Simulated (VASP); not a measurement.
Wanted: the native input for a VASP 6.6.1 run.

- Task: single point
- Functional: PBE
- Potentials or basis: VASP PAW PBE potentials, release 64 (Pb_d, I)
- Cutoff: 500 eV
- k mesh: 6 × 6 × 4
- Occupations: gaussian, width 0.02 eV
- Spin: no spin polarisation
- Dipole correction: no
- Further INCAR settings: ALGO = Normal; EDIFF = 1e-06; NBANDS = 21

The structure of PbI2 lies in POSCAR:

```
PbI2
1.0
    4.6817716311      0.0000000000      0.0000000000
   -2.3408858155      4.0545331672      0.0000000000
    0.0000000000      0.0000000000      8.4477660530
Pb I
1 2
Direct
    0.0000000000      0.0000000000      0.0000000000
    0.3333333333      0.6666666667      0.2198289130
    0.6666666667      0.3333333333      0.7801710870
```

The input as run:

INCAR

```
PREC     = Accurate       # precision mode
ENCUT    = 500            # plane-wave cutoff, eV
EDIFF    = 1E-6           # SCF threshold, eV
ISMEAR   = 0              # smearing method
SIGMA    = 0.02           # smearing width, eV
LREAL    = False          # projectors in reciprocal space
LASPH    = True           # aspherical terms in the spheres
NELM     = 120            # most SCF steps
ALGO     = Normal         # electronic algorithm
ISIF     = 2              # what is computed and relaxed
LWAVE    = False          # write WAVECAR
LCHARG   = False          # write CHGCAR
GGA      = PE             # functional
NBANDS   = 21             # bands
GGA_COMPAT= False
```

KPOINTS

```
Automatic mesh
0
Gamma
  6 6 4
```

Potentials or basis: VASP PAW PBE potentials, release 64 (Pb_d, I).

Run with:

```console
$ cat potpaw_PBE.64/Pb_d/POTCAR potpaw_PBE.64/I/POTCAR > POTCAR
$ mpirun -np 1 vasp_std > vasp.out
```

Results of the run:

The pressure is -0.1 GPa and the band gap on the k mesh is 2.48 eV (least direct gap 2.69 eV).

Caveat: spin-orbit coupling is left out, which moves the levels of the heavy elements; this functional lacks dispersion, which binds layers or chains, so the pressure and a relaxed spacing across them are unreliable.

Run time: 33 s on 1 thread of Intel(R) Xeon(R) 6975P-C (Granite Rapids), on a shared host, peak memory 0.3 GiB.
